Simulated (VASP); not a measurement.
# Na (Cmcm) in VASP: further runs

Na is run at these levels: PBEsol; tasks: single point.

Program: VASP 6.6.1. These are calculated values, not measurements. Logs are shortened: lines on timing, memory, paths and dates and some standing lists are left out, and cuts for length are marked.

## 1. The cell of the first run

It takes space group Cmcm (No. 63, orthorhombic). The conventional cell has a = 3.767 Å, b = 6.525 Å, c = 6.154 Å, α = 90.00°, β = 90.00°, γ = 90.00°. Within 5.0 Å of Na (site symmetry m2m) lie 14 Na at 3.66 to 4.97 Å.

## 2. Single point, PBEsol (atom 1 (Na) moved by (-0.450, +0.000) A along y and z)

INCAR reads:

```
PREC = Accurate ; ENCUT = 520
EDIFF = 1E-6 ; ISMEAR = 0
SIGMA = 0.15 ; LREAL = False
LASPH = True ; NELM = 100
ALGO = Fast ; ISIF = 2
LWAVE = False ; LCHARG = False
GGA = PS ; NBANDS = 14
```

KPOINTS reads:

```
Automatic mesh
0
Gamma
  12 12 8
```

POSCAR reads:

```
Na
1.0
    3.7670009976      0.0000000000      0.0000000000
   -1.8835004988      3.2623185600      0.0000000000
    0.0000000000      0.0000000000      6.1540000000
Na
2
Direct
    0.2643639804      0.5287279609      0.2500000000
    0.6666666667      0.3333333333      0.7500000000
```

Potentials or basis: VASP PAW PBE potentials, release 64 (Na_pv).

On the command line:

```
$ cat potpaw_PBE.64/Na_pv/POTCAR > POTCAR
$ mpirun -np 1 vasp_std > vasp.out
```

OUTCAR:

```text
PREC = Accurate
   ENCUT = 520
   EDIFF = 1E-6
   ISMEAR = 0
   LREAL = False
   LASPH = True
   NELM = 100
   ISIF = 2
   GGA = PS

 ion  position               nearest neighbor table
   1  0.264  0.529  0.250-
   2  0.667  0.333  0.750-

  LATTYP: Found a hexagonal cell.
 ALAT       =     3.7670009976
 C/A-ratio  =     1.6336603054

  Lattice vectors:

 A1 = (   3.7670009976,   0.0000000000,   0.0000000000)
 A2 = (  -1.8835004988,   3.2623185600,   0.0000000000)
 A3 = (   0.0000000000,   0.0000000000,   6.1540000000)

Analysis of symmetry for initial positions (statically):
=====================================================================
 Subroutine PRICEL returns:
 Original cell was already a primitive cell.

 Routine SETGRP: Setting up the symmetry group for a
 hexagonal supercell.

 Subroutine GETGRP returns: Found  8 space group operations
 (whereof  2 operations were pure point group operations)
 out of a pool of 24 trial point group operations.

The static configuration has the point symmetry C_1h.
 The point group associated with its full space group is D_2h.

Analysis of symmetry for dynamics (positions and initial velocities):
=====================================================================
 Subroutine PRICEL returns:
 Original cell was already a primitive cell.

 Routine SETGRP: Setting up the symmetry group for a
 hexagonal supercell.

 Subroutine GETGRP returns: Found  8 space group operations
 (whereof  2 operations were pure point group operations)
 out of a pool of 24 trial point group operations.

The dynamic configuration has the point symmetry C_1h.
 The point group associated with its full space group is D_2h.

 Subroutine INISYM returns: Found  8 space group operations
 (whereof  2 operations are pure point group operations),
 and found     1 'primitive' translations

----------------------------------------------------------------------------------------

                                     Primitive cell

  volume of cell :      75.6275

  direct lattice vectors                    reciprocal lattice vectors
     3.767000998  0.000000000  0.000000000     0.265463163  0.153265229  0.000000000
    -1.883500499  3.262318560  0.000000000     0.000000000  0.306530457  0.000000000
     0.000000000  0.000000000  6.154000000     0.000000000  0.000000000  0.162495938

  length of vectors
     3.767000998  3.767000998  6.154000000     0.306530457  0.306530457  0.162495938

  position of ions in fractional coordinates (direct lattice)
     0.264363980  0.528727961  0.250000000
     0.666666667  0.333333333  0.750000000

  ion indices of the primitive-cell ions
   primitive index   ion index
                 1           1
                 2           2

----------------------------------------------------------------------------------------

 KPOINTS: Automatic mesh

Automatic generation of k-mesh.
 Grid dimensions read from file:
 generate k-points for:   12   12    8

 Generating k-lattice:

  Cartesian coordinates                     Fractional coordinates (reciprocal lattice)
     0.022121930  0.012772102  0.000000000     0.083333333 -0.000000000  0.000000000
     0.000000000  0.025544205  0.000000000     0.000000000  0.083333333  0.000000000
     0.000000000  0.000000000  0.020311992     0.000000000  0.000000000  0.125000000

  Length of vectors
     0.025544205  0.025544205  0.020311992

  Shift w.r.t. Gamma in fractional coordinates (k-lattice)
     0.000000000  0.000000000  0.000000000

 Subroutine IBZKPT returns following result:
 ===========================================

 Found    215 irreducible k-points:

 Following reciprocal coordinates:
            Coordinates               Weight
  0.000000  0.000000  0.000000      1.000000
  0.083333  0.000000  0.000000      4.000000
  0.000000  0.083333  0.000000      2.000000
  0.166667  0.000000  0.000000      4.000000
  0.000000  0.166667  0.000000      2.000000
  0.250000  0.000000  0.000000      4.000000
[... 16 lines left out ...]
 -0.083333  0.416667  0.000000      4.000000
 -0.416667  0.333333  0.000000      4.000000
 [... further k-points ...]
   k-points           NKPTS =    215   k-points in BZ     NKDIM =    215   number of bands    NBANDS=     14
   number of dos      NEDOS =    301   number of ions     NIONS =      2
   total plane-waves  NPLWV =  37632
   dimension x,y,z NGX =    28 NGY =   28 NGZ =   48
   dimension x,y,z NGXF=    56 NGYF=   56 NGZF=   96
   ions per type =               2
   NGX,Y,Z   is equivalent  to a cutoff of  12.36, 12.36, 12.97 a.u.
   NGXF,Y,Z  is equivalent  to a cutoff of  24.71, 24.71, 25.93 a.u.
 SYSTEM =  unknown system
   PREC   = accura    normal or accurate (medium, high low for compatibility)
   ISTART =      0    job   : 0-new  1-cont  2-samecut
   ICHARG =      2    charge: 1-file 2-atom 10-const
   ISPIN  =      1    spin polarized calculation?
   LNONCOLLINEAR =      F non collinear calculations
   LSORBIT =      F    spin-orbit coupling
   LASPH  =      T    aspherical Exc in radial PAW
   ENCUT  =  520.0 eV  38.22 Ry    6.18 a.u.   7.00  7.00 11.44*2*pi/ulx,y,z
   NELM   =    100;   NELMIN=  2; NELMDL= -5     # of ELM steps
   EDIFF  = 0.1E-05   stopping-criterion for ELM
   LREAL  =      F    real-space projection
[... 7 lines left out ...]
   TEBEG  =    0.0;   TEEND  =   0.0 temperature during run
   PSTRESS=    0.0 pullay stress
   NELECT =      14.0000    total number of electrons
   NUPDOWN=      -1.0000    fix difference up-down
   EMIN   =  10.00;   EMAX   =-10.00  energy-range for DOS
   EFERMI =   0.00;   METHOD = LEGACY
   ISMEAR =     0;   SIGMA  =   0.15  broadening in eV -4-tet -1-fermi 0-gaus
   EFERMI_NEDOS =   21; number of points for ismear=-14 and -15
   IALGO  =     68    algorithm
   IMIX   =      4    mixing-type and parameters
     AMIX     =   0.40;   BMIX     =  1.00
     AMIX_MAG =   1.60;   BMIX_MAG =  1.00
  volume/ion in A,a.u.               =      37.81       255.18
  Fermi-wavevector in a.u.,A,eV,Ry     =   0.933020  1.763152 11.844231  0.870526
  Thomas-Fermi vector in A             =   2.059678
   LORBIT       =      0    0 simple, 1 ext, 2 COOP (PROOUT), +10 PAW based schemes
   GGA     = PS    functional components
   LHFCALC =     F    Hartree Fock is set to
   AEXX    =    0.0000 exact exchange contribution
   IVDW    =     0    specifies the selected vdW correction
   LEPSILON=     F    determine dielectric tensor
   LRPA    =     F    only Hartree local field effects (RPA)
 non-spin polarized calculation
 RMM-DIIS sequential band-by-band and
 Gauss-broadening in eV      SIGMA  =   0.15
  energy-cutoff  :      520.00
  volume of cell :       75.63
 maximum number of plane-waves:      2059
   NGX = 13   NGY = 13   NGZ = 23

 number of electron      14.0000009 magnetization

 Free energy of the ion-electron system (eV)
  ---------------------------------------------------
  ext. energy  EPLUGINS =         0.00000000
  ---------------------------------------------------
  free energy    TOTEN  =        -2.79629445 eV

  energy without entropy =       -2.78721676  energy(sigma->0) =       -2.79175561

 E-fermi :   0.2411     XC(G=0):  -6.4484

 val. band max:        0.2299435431   @ k =   0.2500   0.2500   0.3750
 cond. band min:       0.3054562282   @ k =   0.5000   0.4167   0.2500
 fundamental gap:      0.0755126851
 Fermi energy:         0.2410580999

 k-point     1 :       0.0000    0.0000    0.0000
  band No.  band energies     occupation
      1     -24.5884      2.00000
      2     -24.5614      2.00000
      3     -24.5534      2.00000
      4     -24.5527      2.00000
      5     -24.5524      2.00000
      6     -24.5520      2.00000
      7      -2.9867      2.00000
      8       0.7904      0.00000
      9       1.1985      0.00000
     10      10.0403      0.00000
     11      10.1537      0.00000
     12      10.3119      0.00000
     13      10.6297      0.00000
     14      10.7880      0.00000

 k-point     2 :       0.0833    0.0000    0.0000
  band No.  band energies     occupation
      1     -24.5876      2.00000
      2     -24.5627      2.00000
      3     -24.5551      2.00000
      4     -24.5533      2.00000
      5     -24.5531      2.00000
      6     -24.5522      2.00000
      7      -2.8853      2.00000
      8       0.8806      0.00000
      9       1.2970      0.00000
     10       8.4840      0.00000
     11       9.3743      0.00000
     12       9.7631      0.00000
     13      11.2968      0.00000
     14      11.5372      0.00000

 k-point     3 :       0.0000    0.0833    0.0000
  band No.  band energies     occupation
      1     -24.5879      2.00000
      2     -24.5619      2.00000
      3     -24.5545      2.00000
      4     -24.5537      2.00000
      5     -24.5532      2.00000
      6     -24.5528      2.00000
      7      -2.8853      2.00000
      8       0.8808      0.00000
      9       1.2979      0.00000
     10       8.4130      0.00000
     11       9.3650      0.00000
     12       9.8043      0.00000
     13      11.4368      0.00000
     14      11.4452      0.00000
[... 324 lines left out ...]
 k-point    23 :      -0.0833    0.4167    0.0000
  band No.  band energies     occupation
      1     -24.5810      2.00000
      2     -24.5760      2.00000
      3     -24.5711      2.00000
      4     -24.5673      2.00000
      5     -24.5590      2.00000
      6     -24.5542      2.00000
      7      -0.8971      2.00000
      8       2.4694      0.00000
      9       2.6993      0.00000
     10       3.3148      0.00000
     11       5.6837      0.00000
     12       6.0101      0.00000
     13       7.2440      0.00000
     14       9.2918      0.00000

 k-point    24 :      -0.4167    0.3333    0.0000
  band No.  band energies     occupation
      1     -24.5796      2.00000
      2     -24.5764      2.00000
      3     -24.5734      2.00000
      4     -24.5618      2.00000
      5     -24.5610      2.00000
      6     -24.5567      2.00000
      7      -0.8983      2.00000
      8       2.3559      0.00000
      9       2.6944      0.00000
     10       3.4885      0.00000
     11       5.9521      0.00000
     12       5.9948      0.00000
     13       6.9039      0.00000
     14       9.3322      0.00000

 [... further k-points ...]

------------------------ aborting loop because EDIFF is reached ----------------------------------------

  FORCE on cell =-STRESS in cart. coord.  units (eV):
  Direction    XX          YY          ZZ          XY          YZ          ZX
  --------------------------------------------------------------------------------------
  -------------------------------------------------------------------------------------
  Total        0.0125954     -0.3039571     -0.1299084      0.0000000      0.0000000      0.0000000
  in kB        0.2668359     -6.4393690     -2.7521255      0.0000000      0.0000000      0.0000000
  external PRESSURE =      -2.9748862 kB  Pullay stress =       0.0000000 kB

 VOLUME and BASIS-vectors are now :
 -----------------------------------------------------------------------------
  energy-cutoff  :      520.00
  volume of cell :       75.63
      direct lattice vectors                 reciprocal lattice vectors
     3.767000998  0.000000000  0.000000000     0.265463163  0.153265229  0.000000000
    -1.883500499  3.262318560  0.000000000     0.000000000  0.306530457  0.000000000
     0.000000000  0.000000000  6.154000000     0.000000000  0.000000000  0.162495938

 POSITION                                       TOTAL-FORCE (eV/Angst)
 -----------------------------------------------------------------------------------
     -0.00000      1.72488      1.53850         0.000000      0.030817     -0.000000
      1.88350      1.08744      4.61550         0.000000     -0.030817      0.000000
 -----------------------------------------------------------------------------------
    total drift:                                0.000000     -0.000033      0.000000

  FREE ENERGIE OF THE ION-ELECTRON SYSTEM (eV)
  ---------------------------------------------------
  free  energy   TOTEN  =        -2.7962944512 eV

  energy  without entropy=       -2.7872167597  energy(sigma->0) =       -2.79175561
```

Wall time 4.5 min (1 thread of Intel Xeon 8259CL, shared host); peak memory 0.3 GiB.

Results:

| Item | Value |
| --- | --- |
| Free energy | -2.7963 eV |
| Pressure | -0.3 GPa |
| Largest force | 0.031 eV/Å |
| Band gap on the k mesh | zero (bands 7 and 8 overlap by 4.27 eV) |

Forces in eV/Å, atoms in the order of the input:
```
Na   0.000  0.031  0.000
Na   0.000 -0.031  0.000
```

Caveat: the cell differs from its parent crystal (atom 1 (Na) moved by (-0.450, +0.000) A along y and z); the PAW data sets were made with another functional, which shifts forces and pressure a little.

## 3. Single point, PBEsol (atom 1 (Na) moved by (+0.450, +0.000) A along y and z)

INCAR reads:

```
PREC = Accurate ; ENCUT = 520
EDIFF = 1E-7 ; ISMEAR = 0
SIGMA = 0.15 ; LREAL = F
LASPH = T ; NELM = 60
ALGO = Fast ; ISIF = 2
LWAVE = F ; LCHARG = T
GGA = PS ; LELF = T
LVHAR = T ; NBANDS = 14
```

KPOINTS is that of step 2.

POSCAR, as its differences from that of step 2:

```diff
@@ -8,3 +8,3 @@
 Direct
-    0.2643639804      0.5287279609      0.2500000000
+    0.4023026862      0.8046053724      0.2500000000
     0.6666666667      0.3333333333      0.7500000000
```

Potentials or basis: VASP PAW PBE potentials, release 64 (Na_pv).

On the command line:

```
$ cat potpaw_PBE.64/Na_pv/POTCAR > POTCAR
$ mpirun -np 1 vasp_std > vasp.out
```

Run time: 5 min. Hardware: 1 thread of Intel Xeon 8259CL, shared host; peak memory 0.3 GiB.

Results (log left out):

```
Free energy            : -2.7901 eV
Pressure               : -0.3 GPa
Largest force          : 0.071 eV/Å
Band gap on the k mesh : zero (bands 7 and 8 overlap by 4.28 eV)
```

Forces on the atoms (eV/Å):
```
Na   0.000 -0.071  0.000
Na   0.000  0.071  0.000
```

Stress tensor (GPa, compression positive):
```
-0.59  0.00  0.00
 0.00 -0.06  0.00
 0.00  0.00 -0.18
```

Levels at points of the mesh, in eV from the Fermi level:
```csv
k point,band 3,band 4,band 5,band 6,band 7,band 8,band 9,band 10,band 11,band 12
"(0.00, 0.00, 0.00)",-24.80,-24.80,-24.80,-24.80,-3.23,0.55,0.96,9.87,10.00,10.06
"(0.50, 0.00, 0.00)",-24.82,-24.81,-24.80,-24.80,0.23,0.39,3.83,3.83,4.20,4.61
"(0.00, 0.50, 0.00)",-24.82,-24.81,-24.81,-24.80,0.29,0.30,3.81,3.83,4.43,4.54
"(0.00, 0.00, 0.50)",-24.80,-24.80,-24.80,-24.80,-2.21,-2.21,5.46,5.46,10.41,10.41
"(0.50, 0.00, 0.50)",-24.81,-24.81,-24.81,-24.81,1.07,1.07,1.51,1.51,7.57,7.57
"(0.00, 0.50, 0.50)",-24.81,-24.81,-24.80,-24.80,1.03,1.03,1.55,1.55,7.56,7.56
```

Caveat: the cell differs from its parent crystal (atom 1 (Na) moved by (+0.450, +0.000) A along y and z); the PAW data sets were made with another functional, which shifts forces and pressure a little.

(Continued in part 2 of 2.)

The gap in the log of VASP goes by the Fermi energy; the results here count the filled bands.